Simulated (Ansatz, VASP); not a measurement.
**CaF2 in VASP and in Ansatz**

```
CELL_PARAMETERS angstrom
0.00000 2.73100 2.73100
2.73100 0.00000 2.73100
2.73100 2.73100 0.00000
ATOMIC_POSITIONS crystal
Ca 0.00000 0.00000 0.00000
F 0.25000 0.25000 0.25000
F 0.75000 0.75000 0.75000
```

Alike in both runs: task single point; functional LDA; k mesh 6 × 6 × 6; no spin polarisation.

|  | VASP | Ansatz |
| --- | --- | --- |
| version | VASP 6.6.1 | Ansatz 0.2.0 |
| potentials or method | VASP PAW LDA potentials, release 64 (Ca_sv, F) | plane waves, PAW |
| plane-wave cutoff (eV) | 600 | 420 |
| occupations | gaussian, width 0.01 eV | fixed |
| valence electrons in the cell | 24 | 24 |

VASP gave:

```
pressure (GPa) : -6.2
```

Q: What did Ansatz give for the same quantities?

A: Pressure (GPa): -6.5.

LDA's correlation is that of Perdew and Zunger in VASP and of Perdew and Wang (1992) in Ansatz.
